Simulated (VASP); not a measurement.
# InP in VASP: notebook

Runs on InP. Level: r2SCAN. Tasks: single point.

Everything below comes from runs of VASP 6.6.1. Logs are shortened: lines on timing, memory, paths and dates and some standing lists are left out, and cuts for length are marked.

## Step 1: The cell of the first run

The structure is cubic, space group F-43m (No. 216). Conventional cell: a = 5.907 Å, b = 5.907 Å, c = 5.907 Å, α = 90.00°, β = 90.00°, γ = 90.00°. Within 3.4 Å of In (site symmetry -43m) lie 4 P at 2.56 Å. P (site symmetry -43m) has 4 In at 2.56 Å within 3.4 Å.

## Step 2: Single point, r2SCAN

Input file POSCAR:

```
InP
1.0
    2.9536682130      2.9536682130      0.0000000000
   -2.9536682130      2.9536682130      0.0000000000
    0.0000000000      2.9536682130      2.9536682130
In P
1 1
Direct
    0.0000000000      0.0000000000      0.0000000000
    0.7500000000      0.2500000000      0.5000000000
```

Input file INCAR.step1:

```
SYSTEM = InP
PREC = Accurate
ENCUT = 520
ISMEAR = 0
SIGMA = 0.01
LREAL = .FALSE.
LASPH = .TRUE.
NELM = 60
NBANDS = 16
GGA = PE
ALGO = Normal
EDIFF = 1E-4
LWAVE = .TRUE.
LCHARG = .FALSE.
```

Input file INCAR.step2:

```
SYSTEM = InP
PREC = Accurate
ENCUT = 520
EDIFF = 1E-7
ISMEAR = 0
SIGMA = 0.01
LREAL = .FALSE.
LASPH = .TRUE.
NELM = 60
ALGO = Normal
ISIF = 2
LWAVE = .FALSE.
LCHARG = .FALSE.
METAGGA = R2SCAN
LMIXTAU = .TRUE.
NBANDS = 16
ISTART = 1
```

Input file KPOINTS:

```
regular mesh
0
G
  8 8 8
  0 0 0
```

Potentials or basis: VASP PAW PBE potentials, release 64 (In_d, P).

On the command line:

```sh
$ cat potpaw_PBE.64/In_d/POTCAR potpaw_PBE.64/P/POTCAR > POTCAR
$ cp INCAR.step1 INCAR
$ mpirun -np 1 vasp_std > vasp.out
$ cp INCAR.step2 INCAR
$ mpirun -np 1 vasp_std > vasp.out
```

OUTCAR:

```text
SYSTEM = InP
   PREC = Accurate
   ENCUT = 520
   EDIFF = 1E-7
   ISMEAR = 0
   LREAL = .FALSE.
   LASPH = .TRUE.
   NELM = 60
   ISIF = 2
   METAGGA = R2SCAN
   ISTART = 1

 ion  position               nearest neighbor table
   1  0.000  0.000  0.000-   2 2.56   2 2.56   2 2.56   2 2.56
   2  0.750  0.250  0.500-   1 2.56   1 2.56   1 2.56   1 2.56

  LATTYP: Found a face centered cubic cell.
 ALAT       =     5.9073364260

  Lattice vectors:

 A1 = (   0.0000000000,   2.9536682130,   2.9536682130)
 A2 = (   2.9536682130,   0.0000000000,   2.9536682130)
 A3 = (   2.9536682130,   2.9536682130,   0.0000000000)

Analysis of symmetry for initial positions (statically):
=====================================================================
 Subroutine PRICEL returns:
 Original cell was already a primitive cell.

 Routine SETGRP: Setting up the symmetry group for a
 face centered cubic supercell.

 Subroutine GETGRP returns: Found 24 space group operations
 (whereof 24 operations were pure point group operations)
 out of a pool of 48 trial point group operations.

The static configuration has the point symmetry T_d .

Analysis of symmetry for dynamics (positions and initial velocities):
=====================================================================
 Subroutine PRICEL returns:
 Original cell was already a primitive cell.

 Routine SETGRP: Setting up the symmetry group for a
 face centered cubic supercell.

 Subroutine GETGRP returns: Found 24 space group operations
 (whereof 24 operations were pure point group operations)
 out of a pool of 48 trial point group operations.

The dynamic configuration has the point symmetry T_d .

 Subroutine INISYM returns: Found 24 space group operations
 (whereof 24 operations are pure point group operations),
 and found     1 'primitive' translations

----------------------------------------------------------------------------------------

                                     Primitive cell

  volume of cell :      51.5365

  direct lattice vectors                    reciprocal lattice vectors
     2.953668213  2.953668213  0.000000000     0.169281031  0.169281031 -0.169281031
    -2.953668213  2.953668213  0.000000000    -0.169281031  0.169281031 -0.169281031
     0.000000000  2.953668213  2.953668213     0.000000000  0.000000000  0.338562062

  length of vectors
     4.177117646  4.177117646  4.177117646     0.293203346  0.293203346  0.338562062

  position of ions in fractional coordinates (direct lattice)
     0.000000000  0.000000000  0.000000000
     0.750000000  0.250000000  0.500000000
[... 73 lines left out ...]
   LSORBIT =      F    spin-orbit coupling
   LASPH  =      T    aspherical Exc in radial PAW
   ENCUT  =  520.0 eV  38.22 Ry    6.18 a.u.   7.77  7.77  7.77*2*pi/ulx,y,z
   NELM   =     60;   NELMIN=  2; NELMDL=  0     # of ELM steps
   EDIFF  = 0.1E-06   stopping-criterion for ELM
   LREAL  =      F    real-space projection
   EDIFFG = 0.1E-05   stopping-criterion for IOM
   NSW    =      0    number of steps for IOM
   IBRION =     -1    ionic relax: 0-MD 1-quasi-New 2-CG
   NFREE  =      0    steps in history (QN), initial steepest desc. (CG)
   ISIF   =      2    stress and relaxation
   ISYM   =      2    0-nonsym 1-usesym 2-fastsym
   POTIM  = 0.5000    time-step for ionic-motion
   TEBEG  =    0.0;   TEEND  =   0.0 temperature during run
   PSTRESS=    0.0 pullay stress
   NELECT =      18.0000    total number of electrons
   NUPDOWN=      -1.0000    fix difference up-down
   EMIN   =  10.00;   EMAX   =-10.00  energy-range for DOS
   EFERMI =   0.00;   METHOD = LEGACY
   ISMEAR =     0;   SIGMA  =   0.01  broadening in eV -4-tet -1-fermi 0-gaus
   EFERMI_NEDOS =   21; number of points for ismear=-14 and -15
   IALGO  =     38    algorithm
   IMIX   =      4    mixing-type and parameters
     AMIX     =   0.40;   BMIX     =  1.00
     AMIX_MAG =   1.60;   BMIX_MAG =  1.00
  volume/ion in A,a.u.               =      25.77       173.89
  Fermi-wavevector in a.u.,A,eV,Ry     =   1.152906  2.178677 18.084763  1.329193
  Thomas-Fermi vector in A             =   2.289554
   LORBIT       =      0    0 simple, 1 ext, 2 COOP (PROOUT), +10 PAW based schemes
   METAGGA = R2SCAN    functional components
   LHFCALC =     F    Hartree Fock is set to
   AEXX    =    0.0000 exact exchange contribution
   IVDW    =     0    specifies the selected vdW correction
   LEPSILON=     F    determine dielectric tensor
   LRPA    =     F    only Hartree local field effects (RPA)
 non-spin polarized calculation
 Gauss-broadening in eV      SIGMA  =   0.01
  energy-cutoff  :      520.00
  volume of cell :       51.54
 maximum number of plane-waves:      1411
   NGX = 15   NGY = 15   NGZ = 15

 number of electron      18.0000009 magnetization

 Free energy of the ion-electron system (eV)
  ---------------------------------------------------
  ext. energy  EPLUGINS =         0.00000000
  ---------------------------------------------------
  free energy    TOTEN  =       -32.29734989 eV

  energy without entropy =      -32.29734989  energy(sigma->0) =      -32.29734989

 E-fermi :   4.8502     XC(G=0):  -9.7711

 val. band max:        4.7552710937   @ k =   0.0000   0.0000   0.0000
 cond. band min:       5.7859314030   @ k =   0.0000   0.0000   0.0000
 fundamental gap:      1.0306603092
 Fermi energy:         4.8502007917

 k-point     1 :       0.0000    0.0000    0.0000
  band No.  band energies     occupation
      1      -9.8565      2.00000
      2      -9.8565      2.00000
      3      -9.8565      2.00000
      4      -9.6898      2.00000
      5      -9.6898      2.00000
      6      -7.0807      2.00000
[... 433 lines left out ...]
      3      -9.7869      2.00000
      4      -9.6954      2.00000
      5      -9.6773      2.00000
      6      -5.0375      2.00000
[... 8 lines left out ...]
     15      15.9797      0.00000
     16      16.6354      0.00000

 [... further k-points ...]
[... 5 lines left out ...]
  --------------------------------------------------------------------------------------
  -------------------------------------------------------------------------------------
  Total       -0.0410265     -0.0410265     -0.0410265     -0.0000000      0.0000000      0.0000000
  in kB       -1.2754405     -1.2754405     -1.2754405     -0.0000000      0.0000000      0.0000000
  external PRESSURE =      -1.2754405 kB  Pullay stress =       0.0000000 kB

 VOLUME and BASIS-vectors are now :
 -----------------------------------------------------------------------------
  energy-cutoff  :      520.00
  volume of cell :       51.54
      direct lattice vectors                 reciprocal lattice vectors
     2.953668213  2.953668213  0.000000000     0.169281031  0.169281031 -0.169281031
    -2.953668213  2.953668213  0.000000000    -0.169281031  0.169281031 -0.169281031
     0.000000000  2.953668213  2.953668213     0.000000000  0.000000000  0.338562062

 POSITION                                       TOTAL-FORCE (eV/Angst)
 -----------------------------------------------------------------------------------
      0.00000      0.00000      0.00000        -0.000000      0.000000     -0.000000
      1.47683      4.43050      1.47683         0.000000     -0.000000      0.000000
 -----------------------------------------------------------------------------------
    total drift:                                0.000005     -0.000000      0.000000

  FREE ENERGIE OF THE ION-ELECTRON SYSTEM (eV)
  ---------------------------------------------------
  free  energy   TOTEN  =       -32.2973498866 eV

  energy  without entropy=      -32.2973498866  energy(sigma->0) =      -32.29734989
```

OSZICAR.step1:

```text
N       E                     dE             d eps       ncg     rms          rms(c)
DAV:   1     0.110767841784E+03    0.11077E+03   -0.83308E+03   928   0.125E+03
DAV:   2    -0.130005830218E+01   -0.11207E+03   -0.10742E+03  1024   0.298E+02
DAV:   3    -0.861265699058E+01   -0.73126E+01   -0.72772E+01  1248   0.739E+01
DAV:   4    -0.880394743696E+01   -0.19129E+00   -0.19123E+00  1152   0.129E+01
DAV:   5    -0.881162635894E+01   -0.76789E-02   -0.76787E-02  1416   0.217E+00    0.548E+00
DAV:   6    -0.842491175967E+01    0.38671E+00   -0.62108E-01  1472   0.126E+01    0.329E+00
DAV:   7    -0.839797375547E+01    0.26938E-01   -0.15419E-01  1336   0.304E+00    0.124E+00
DAV:   8    -0.839847040613E+01   -0.49665E-03   -0.14787E-02  1168   0.142E+00    0.300E-01
DAV:   9    -0.839911059831E+01   -0.64019E-03   -0.13011E-03  1136   0.392E-01    0.150E-01
DAV:  10    -0.839925290368E+01   -0.14231E-03   -0.21214E-04  1144   0.185E-01    0.877E-02
DAV:  11    -0.839933077962E+01   -0.77876E-04   -0.14139E-04  1056   0.107E-01
   1 F= -.83993308E+01 E0= -.83993308E+01  d E =-.541598E-15
```

Wall time 96 s (1 thread of Intel Xeon Platinum 8259CL at 2.50GHz (Skylake/Cascade Lake), shared host); peak memory 0.19 GiB.

What came out:

* Free energy: -32.2973 eV
* Pressure: -0.1 GPa
* Band gap on the k mesh: 1.03 eV, direct

Caveat: the PAW data sets were made with another functional, which shifts forces and pressure a little; spin-orbit coupling is left out, which moves the levels of the heavy elements. r2SCAN opens gaps a little over a GGA but as a rule still falls short of measured ones.

## Step 3: Single point, r2SCAN (in-plane strain -0.02)

Input file POSCAR:

```
InP
1.0
    2.8945948488      2.8945948488      0.0000000000
   -2.8945948488      2.8945948488      0.0000000000
    0.0000000000      2.8945948488      2.9891122316
In P
1 1
Direct
    0.0000000000      0.0000000000      0.0000000000
    0.7500000000      0.2500000000      0.5000000000
```

Input file INCAR.step1:

```
SYSTEM = InP
PREC = Accurate
ENCUT = 520
ISMEAR = 0
SIGMA = 0.01
LREAL = .False.
LASPH = .True.
NELM = 60
NBANDS = 16
GGA = PE
ALGO = Normal
EDIFF = 1E-4
LWAVE = .True.
LCHARG = .False.
```

Input file INCAR.step2:

```
SYSTEM = InP
PREC = Accurate
ENCUT = 520
EDIFF = 1E-6
ISMEAR = 0
SIGMA = 0.01
LREAL = .False.
LASPH = .True.
NELM = 60
ALGO = Normal
ISIF = 2
LWAVE = .False.
LCHARG = .False.
METAGGA = R2SCAN
LMIXTAU = .True.
NBANDS = 16
ISTART = 1
```

Input file KPOINTS:

```
regular mesh
0
Gamma
  8 8 8
  0 0 0
```

Potentials or basis: VASP PAW PBE potentials, release 64 (In_d, P).

On the command line:

```sh
$ cat potpaw_PBE.64/In_d/POTCAR potpaw_PBE.64/P/POTCAR > POTCAR
$ cp INCAR.step1 INCAR
$ mpirun -np 1 vasp_std > vasp.out
$ cp INCAR.step2 INCAR
$ mpirun -np 1 vasp_std > vasp.out
```

It took 3.1 min on 1 thread of Intel Xeon Platinum 8259CL at 2.50GHz (Skylake/Cascade Lake), shared host; peak memory 0.2 GiB.

The run converged. Its results:

```
Free energy            : -32.2840 eV
Pressure               : 1.9 GPa
Band gap on the k mesh : 1.14 eV, direct
```

Stress tensor (GPa, compression positive):
```
2.42 0.00 0.00
0.00 2.42 0.00
0.00 0.00 0.90
```

Levels at points of the mesh, in eV from the valence-band top:
```csv
k point,band 6,band 7,band 8,band 9,band 10,band 11,band 12,band 13
"(0.00, 0.00, 0.00)",-12.09,-0.17,0.00,0.00,1.14,4.37,4.37,4.43
"(0.50, 0.00, 0.00)",-10.26,-5.96,-1.18,-0.96,1.81,5.01,5.22,7.52
"(0.50, 0.50, 0.00)",-9.54,-5.88,-2.55,-2.53,1.88,2.39,9.96,10.14
"(0.00, 0.00, 0.50)",-9.66,-6.09,-2.35,-2.35,2.08,2.70,9.64,10.32
```

Caveat: the cell differs from its parent crystal (in-plane strain -0.02); the PAW data sets were made with another functional, which shifts forces and pressure a little; spin-orbit coupling is left out, which moves the levels of the heavy elements.
